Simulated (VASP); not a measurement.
A run of VASP 6.6.1:

INCAR

```
ALGO = Normal
EDIFF = 1E-6
ENCUT = 520
GGA = PS
ISIF = 2
ISMEAR = -1
LASPH = T
LCHARG = F
LREAL = F
LWAVE = F
NBANDS = 19
NELM = 100
PREC = Accurate
SIGMA = 0.08
```

The input KPOINTS:

```
k-points
0
Gamma
  18 18 10
```

File POSCAR:

```
Ti
1.0
    2.8480206737      0.0000000000      0.0000000000
   -1.4240103368      2.4664582539      0.0000000000
    0.0000000000      0.0000000000      4.5160204659
Ti
2
Direct
    0.3333333333      0.6666666667      0.2500000000
    0.6666666667      0.3333333333      0.7500000000
```

Potentials or basis: VASP PAW PBE potentials, release 64 (Ti_sv).

Run with:

```console
$ cat potpaw_PBE.64/Ti_sv/POTCAR > POTCAR
$ mpirun -np 1 vasp_std > vasp.out
```

Hardware: 1 thread of AMD EPYC 9R45 96-Core Processor (Zen 5) (shared host).

Question: How long does it take, and how much memory?

Answer: It took 75 s on 1 thread of AMD EPYC 9R45 96-Core Processor (Zen 5), on a shared host, peak memory 0.2 GiB. Counts: scf iterations 13, k points 222.
